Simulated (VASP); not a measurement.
# AlNiC4N4 (P-43m) in VASP: further runs

AlNiC4N4 is run at these levels: PBE; tasks: single point.

All numbers are computed with VASP 6.6.1; they aren't measurements. Logs are shortened: lines on timing, memory, paths and dates and some standing lists are left out, and cuts for length are marked.

**1. The cell of the first run**

It takes space group P-43m (No. 215, cubic). Conventional cell: a = 5.817 Å, b = 5.817 Å, c = 5.817 Å, α = 90.00°, β = 90.00°, γ = 90.00°. Al (site symmetry -43m) has 4 C at 1.96 Å within 2.6 Å. Within 2.5 Å of Ni (site symmetry -43m) lie 4 N at 1.91 Å. Within 1.6 Å of C (site symmetry 3m) lie 1 N at 1.17 Å. N (site symmetry 3m) has 1 C at 1.17 Å within 1.6 Å.

**2. Single point, PBE, collinear spin, ferromagnetic start**

INCAR

```
PREC = Accurate
ENCUT = 520
EDIFF = 1E-7
ISMEAR = 0
SIGMA = 0.1
LREAL = False
LASPH = True
NELM = 150
ALGO = Normal
ISIF = 2
LWAVE = False
LCHARG = True
ISPIN = 2
MAGMOM = 0 2 0 0 0 0 0 0 0 0
LORBIT = 11
LMAXMIX = 4
GGA = PE
LELF = True
LVHAR = True
NBANDS = 40
```

KPOINTS

```
Automatic mesh
0
Gamma
  4 4 4
```

POSCAR

```
AlNiC4N4
1.0
    5.8171458447      0.0000000000      0.0000000000
    0.0000000000      5.8171458447      0.0000000000
    0.0000000000      0.0000000000      5.8171458447
Al Ni C N
1 1 4 4
Direct
    0.0000000000      0.0000000000      0.0000000000
    0.5000000000      0.5000000000      0.5000000000
    0.1950076855      0.1950076855      0.1950076855
    0.1950076855      0.8049923145      0.8049923145
    0.8049923145      0.1950076855      0.8049923145
    0.8049923145      0.8049923145      0.1950076855
    0.3107755543      0.3107755543      0.3107755543
    0.3107755543      0.6892244457      0.6892244457
    0.6892244457      0.3107755543      0.6892244457
    0.6892244457      0.6892244457      0.3107755543
```

Potentials or basis: VASP PAW PBE potentials, release 64 (Al, Ni, C, N).

The run is started by

```
cat potpaw_PBE.64/Al/POTCAR potpaw_PBE.64/Ni/POTCAR potpaw_PBE.64/C/POTCAR potpaw_PBE.64/N/POTCAR > POTCAR
mpirun -np 1 vasp_std > vasp.out
```

OUTCAR:

```text
PREC = Accurate
   ENCUT = 520
   EDIFF = 1E-7
   ISMEAR = 0
   LREAL = False
   LASPH = True
   NELM = 150
   ISIF = 2
   ISPIN = 2
   LORBIT = 11
   GGA = PE

 ion  position               nearest neighbor table
   1  0.000  0.000  0.000-   3 1.96   4 1.96   5 1.96   6 1.96
   2  0.500  0.500  0.500-   7 1.91   8 1.91   9 1.91  10 1.91
   3  0.195  0.195  0.195-   7 1.17   1 1.96
   4  0.195  0.805  0.805-   8 1.17   1 1.96
   5  0.805  0.195  0.805-   9 1.17   1 1.96
   6  0.805  0.805  0.195-  10 1.17   1 1.96
   7  0.311  0.311  0.311-   3 1.17   2 1.91
   8  0.311  0.689  0.689-   4 1.17   2 1.91
   9  0.689  0.311  0.689-   5 1.17   2 1.91
  10  0.689  0.689  0.311-   6 1.17   2 1.91

  LATTYP: Found a simple cubic cell.
 ALAT       =     5.8171458447

  Lattice vectors:

 A1 = (   5.8171458447,   0.0000000000,   0.0000000000)
 A2 = (   0.0000000000,   5.8171458447,   0.0000000000)
 A3 = (   0.0000000000,   0.0000000000,   5.8171458447)

Analysis of symmetry for initial positions (statically):
=====================================================================
 Subroutine PRICEL returns:
 Original cell was already a primitive cell.

 Routine SETGRP: Setting up the symmetry group for a
 simple cubic supercell.

 Subroutine GETGRP returns: Found 24 space group operations
 (whereof 24 operations were pure point group operations)
 out of a pool of 48 trial point group operations.

The static configuration has the point symmetry T_d .

Analysis of symmetry for dynamics (positions and initial velocities):
=====================================================================
 Subroutine PRICEL returns:
 Original cell was already a primitive cell.

 Routine SETGRP: Setting up the symmetry group for a
 simple cubic supercell.

 Subroutine GETGRP returns: Found 24 space group operations
 (whereof 24 operations were pure point group operations)
 out of a pool of 48 trial point group operations.

The dynamic configuration has the point symmetry T_d .

Analysis of structural, dynamic, and magnetic symmetry:
=====================================================================
 Subroutine PRICEL returns:
 Original cell was already a primitive cell.
[... 154 lines left out ...]
  ext. energy  EPLUGINS =         0.00000000
  ---------------------------------------------------
  free energy    TOTEN  =       -76.79468001 eV

  energy without entropy =      -76.73344755  energy(sigma->0) =      -76.76406378

 E-fermi :   0.1183     XC(G=0):  -7.1744

 val. band max:        0.1063684217   @ k =   0.5000   0.2500   0.2500
 cond. band min:       0.1188532300   @ k =   0.5000   0.2500   0.2500
 fundamental gap:      0.0124848083
 Fermi energy:         0.1182619046

 spin component 1

 k-point     1 :       0.0000    0.0000    0.0000
  band No.  band energies     occupation
      1     -18.4164      1.00000
      2     -18.2679      1.00000
      3     -18.2679      1.00000
      4     -18.2679      1.00000
      5      -9.5493      1.00000
      6      -7.6923      1.00000
[... 379 lines left out ...]
     35       6.7895      0.00000
     36       6.7895      0.00000
 Fermi energy:         0.1182619046

 spin component 2

 k-point     1 :       0.0000    0.0000    0.0000
  band No.  band energies     occupation
      1     -18.3930      1.00000
      2     -18.2442      1.00000
      3     -18.2442      1.00000
      4     -18.2442      1.00000
      5      -9.5433      1.00000
      6      -7.6200      1.00000
[... 379 lines left out ...]
     35       6.8198      0.00000
     36       6.8198      0.00000
 [bands above 36 left out]

------------------------ aborting loop because EDIFF is reached ----------------------------------------

  FORCE on cell =-STRESS in cart. coord.  units (eV):
  Direction    XX          YY          ZZ          XY          YZ          ZX
  --------------------------------------------------------------------------------------
  -------------------------------------------------------------------------------------
  Total        0.8148479      0.8148479      0.8148479      0.0000000      0.0000000      0.0000000
  in kB        6.6321949      6.6321949      6.6321949      0.0000000      0.0000000      0.0000000
  external PRESSURE =       6.6321949 kB  Pullay stress =       0.0000000 kB

 VOLUME and BASIS-vectors are now :
 -----------------------------------------------------------------------------
  energy-cutoff  :      520.00
  volume of cell :      196.85
      direct lattice vectors                 reciprocal lattice vectors
     5.817145845  0.000000000  0.000000000     0.171905609  0.000000000  0.000000000
     0.000000000  5.817145845  0.000000000     0.000000000  0.171905609  0.000000000
     0.000000000  0.000000000  5.817145845     0.000000000  0.000000000  0.171905609

 POSITION                                       TOTAL-FORCE (eV/Angst)
 -----------------------------------------------------------------------------------
      0.00000      0.00000      0.00000         0.000000     -0.000000     -0.000000
      2.90857      2.90857      2.90857         0.000000     -0.000000     -0.000000
      1.13439      1.13439      1.13439        -0.229540     -0.229540     -0.229540
      1.13439      4.68276      4.68276        -0.229540      0.229540      0.229540
      4.68276      1.13439      4.68276         0.229540     -0.229540      0.229540
      4.68276      4.68276      1.13439         0.229540      0.229540     -0.229540
      1.80783      1.80783      1.80783         0.209596      0.209596      0.209596
      1.80783      4.00932      4.00932         0.209596     -0.209596     -0.209596
      4.00932      1.80783      4.00932        -0.209596      0.209596     -0.209596
      4.00932      4.00932      1.80783        -0.209596     -0.209596      0.209596
 -----------------------------------------------------------------------------------
    total drift:                                0.000000      0.000000      0.000000

  FREE ENERGIE OF THE ION-ELECTRON SYSTEM (eV)
  ---------------------------------------------------
  free  energy   TOTEN  =       -76.7946800100 eV

  energy  without entropy=      -76.7334475544  energy(sigma->0) =      -76.76406378

 total charge

# of ion       s       p       d       tot
------------------------------------------
    1        0.358   0.433   0.000   0.791
    2        0.402   0.612   8.295   9.309
    3        0.950   1.695   0.000   2.646
    4        0.950   1.695   0.000   2.646
    5        0.950   1.695   0.000   2.646
    6        0.950   1.695   0.000   2.646
    7        1.308   2.557   0.000   3.865
    8        1.308   2.557   0.000   3.865
    9        1.308   2.557   0.000   3.865
   10        1.308   2.557   0.000   3.865
--------------------------------------------------
tot          9.792  18.056   8.295  36.142

 magnetization (x)

# of ion       s       p       d       tot
------------------------------------------
    1        0.000  -0.000   0.000   0.000
    2        0.002   0.023   0.917   0.942
    3        0.001   0.000   0.000   0.001
    4        0.001   0.000   0.000   0.001
    5        0.001   0.000   0.000   0.001
    6        0.001   0.000   0.000   0.001
    7        0.004   0.010   0.000   0.014
    8        0.004   0.010   0.000   0.014
    9        0.004   0.010   0.000   0.014
   10        0.004   0.010   0.000   0.014
--------------------------------------------------
tot          0.023   0.065   0.917   1.005
```

OSZICAR:

```text
N       E                     dE             d eps       ncg     rms          rms(c)
DAV:   1     0.327824902527E+03    0.32782E+03   -0.20135E+04  1600   0.105E+03
DAV:   2    -0.417269444230E+02   -0.36955E+03   -0.34508E+03  1880   0.264E+02
[... 13 lines left out ...]
DAV:  16    -0.767946690503E+02    0.15521E-04   -0.13600E-04  2368   0.112E-01    0.236E-02
DAV:  17    -0.767946824089E+02   -0.13359E-04   -0.57558E-05  2464   0.511E-02    0.210E-02
DAV:  18    -0.767946795330E+02    0.28759E-05   -0.16360E-05  2200   0.412E-02    0.562E-03
DAV:  19    -0.767946798619E+02   -0.32893E-06   -0.18584E-06  2352   0.999E-03    0.243E-03
DAV:  20    -0.767946799878E+02   -0.12594E-06   -0.43007E-07  1816   0.327E-03    0.870E-04
DAV:  21    -0.767946800100E+02   -0.22229E-07   -0.32158E-08  1144   0.140E-03
   1 F= -.76794680E+02 E0= -.76764064E+02  d E =-.612325E-01  mag=     1.0000
```

stdout:

```text
POSCAR found type information on POSCAR AlNiC N
 POSCAR found :  4 types and      10 ions
 scaLAPACK will be used
 LDA part: xc-table for (Slater+PW92), standard interpolation
 POSCAR, INCAR and KPOINTS ok, starting setup
 FFT: planning ... GRIDC
 FFT: planning ... GRID_SOFT
 FFT: planning ... GRID
 WAVECAR not read
 entering main loop
```

It took 2.9 min on 1 thread of AMD EPYC 9R45 (Zen 5), shared host; peak memory 0.44 GiB.

What came out:

* Free energy: -76.7947 eV
* Pressure: 0.7 GPa
* Largest force: 0.398 eV/Å
* Band gap on the k mesh: zero (filled and empty bands overlap)
* Net moment: 1.00 μB per cell
* Site moments: Al +0.00; Ni +0.94; C +0.00; N +0.01 μB
* Valence electrons inside the program's atomic spheres: Al 0.79; Ni 9.31; C 2.65; N 3.87

Forces in eV/Å, atoms in the order of the input:
```
Al   0.000  0.000  0.000
Ni   0.000  0.000  0.000
C   -0.230 -0.230 -0.230
C   -0.230  0.230  0.230
C    0.230 -0.230  0.230
C    0.230  0.230 -0.230
N    0.210  0.210  0.210
N    0.210 -0.210 -0.210
N   -0.210  0.210 -0.210
N   -0.210 -0.210  0.210
```

Caveat: a cell with one magnetic atom can't hold antiferromagnetic order, which such compounds often take. With open d or f shells a metallic result of PBE can be an artefact of self-interaction; +U or a hybrid may open a gap.

**3. Single point, PBE, collinear spin, ferromagnetic start**

This run uses another cell than the first one, of 19.86 Å³/atom.

INCAR

```
  ALGO = Normal
  EDIFF = 1E-7
  ENCUT = 520
  GGA = PE
  ISIF = 2
  ISMEAR = 0
  ISPIN = 2
  LASPH = True
  LCHARG = True
  LELF = True
  LMAXMIX = 4
  LORBIT = 11
  LREAL = False
  LVHAR = True
  LWAVE = False
  MAGMOM = 0 2 0 0 0 0 0 0 0 0
  NBANDS = 40
  NELM = 150
  PREC = Accurate
  SIGMA = 0.1
```

KPOINTS

```
k-points
0
Gamma
  4 4 4
```

POSCAR

```
AlNiC4N4
1.0
    5.8341244700      0.0000000000      0.0000000000
    0.0000000000      5.8341244700      0.0000000000
    0.0000000000      0.0000000000      5.8341244700
Al Ni C N
1 1 4 4
Direct
    0.0000000000      0.0000000000      0.0000000000
    0.5000000000      0.5000000000      0.5000000000
    0.1855517100      0.1855517100      0.1855517100
    0.1855517100      0.8144482900      0.8144482900
    0.8144482900      0.1855517100      0.8144482900
    0.8144482900      0.8144482900      0.1855517100
    0.3013359700      0.3013359700      0.3013359700
    0.3013359700      0.6986640300      0.6986640300
    0.6986640300      0.3013359700      0.6986640300
    0.6986640300      0.6986640300      0.3013359700
```

Potentials or basis: VASP PAW PBE potentials, release 64 (Al, Ni, C, N).

The run is started by

```
cat potpaw_PBE.64/Al/POTCAR potpaw_PBE.64/Ni/POTCAR potpaw_PBE.64/C/POTCAR potpaw_PBE.64/N/POTCAR > POTCAR
mpirun -np 1 vasp_std > vasp.out
```

It took 2.9 min on 1 thread of AMD EPYC 9R45 (Zen 5), shared host; peak memory 0.44 GiB.

It converged, with:

- Free energy: -76.3486 eV
- Pressure: 1.6 GPa
- Largest force: 1.820 eV/Å
- Band gap on the k mesh: zero (filled and empty bands overlap)
- Net moment: 1.00 μB per cell
- Site moments: Al +0.00; Ni +0.99; C -0.00; N +0.01 μB
- Valence electrons inside the program's atomic spheres: Al 0.90; Ni 9.05; C 2.67; N 3.84

Forces in eV/Å, atoms in the order of the input:
```
Al   0.000  0.000  0.000
Ni   0.000  0.000  0.000
C    1.051  1.051  1.051
C    1.051 -1.051 -1.051
C   -1.051  1.051 -1.051
C   -1.051 -1.051  1.051
N    0.363  0.363  0.363
N    0.363 -0.363 -0.363
N   -0.363  0.363 -0.363
N   -0.363 -0.363  0.363
```

Levels at points of the mesh, in eV from the Fermi level:
Spin up:
```
           k point  band 23  band 24  band 25  band 26  band 27  band 28
(0.00, 0.00, 0.00)    -1.22    -1.22    -1.22     2.04     2.04     2.04
(0.50, 0.00, 0.00)    -1.13    -1.05    -1.05     2.11     2.11     2.32
(0.50, 0.50, 0.00)    -1.15    -1.02    -1.02     2.34     2.35     2.35
(0.50, 0.50, 0.50)    -1.15    -1.15    -1.15     2.42     2.42     2.42
```
Spin down:
```csv
k point,band 22,band 23,band 24,band 25,band 26,band 27,band 28,band 29
"(0.00, 0.00, 0.00)",-0.93,-0.22,-0.22,-0.22,2.20,2.20,2.20,2.79
"(0.50, 0.00, 0.00)",-0.80,-0.07,0.02,0.02,2.15,2.15,2.36,2.65
"(0.50, 0.50, 0.00)",-0.81,-0.09,0.06,0.06,2.35,2.35,2.38,2.61
"(0.50, 0.50, 0.50)",-0.91,-0.08,-0.08,-0.08,2.50,2.50,2.50,2.84
```

Caveat: a cell with one magnetic atom can't hold antiferromagnetic order, which such compounds often take; forces of over 1 eV/Å act on the atoms, so gaps and moduli don't describe the material at rest. With open d or f shells a metallic result of PBE can be an artefact of self-interaction; +U or a hybrid may open a gap.
